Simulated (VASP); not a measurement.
Input of a VASP 6.6.1 run:

The input INCAR:

```
ALGO = Normal
EDIFF = 1E-6
ENCUT = 520
GGA = CA
ISIF = 2
ISMEAR = 0
ISPIN = 2
LASPH = T
LCHARG = F
LDAU = T
LDAUJ = 0 0
LDAUL = 3 -1
LDAUPRINT = 1
LDAUTYPE = 2
LDAUU = 6 0
LMAXMIX = 6
LORBIT = 11
LREAL = F
LWAVE = F
MAGMOM = 6 0
NBANDS = 22
NELM = 150
PREC = Accurate
SIGMA = 0.05
```

File KPOINTS:

```
k-points
0
Gamma
  8 8 8
```

File POSCAR:

```
EuSb
1.0
    0.0000000000      3.5609606588      3.5609606588
    3.5609606588      0.0000000000      3.5609606588
    3.5609606588      3.5609606588      0.0000000000
Eu Sb
1 1
Direct
    0.0000000000      0.0000000000      0.0000000000
    0.2500000000      0.2500000000      0.2500000000
```

Potentials or basis: VASP PAW PBE potentials, release 64 (Eu, Sb).

Run with:

```sh
$ cat potpaw_PBE.64/Eu/POTCAR potpaw_PBE.64/Sb/POTCAR > POTCAR
$ mpirun -np 1 vasp_std > vasp.out
```

(1) Predict the pressure.

(2) Predict the net moment.

Answers

(1) 0.8 GPa.

(2) 7.73 μB per cell.

Caveat: the PAW data sets were made with another functional, which shifts forces and pressure a little; a cell with one magnetic atom can't hold antiferromagnetic order, which such compounds often take.
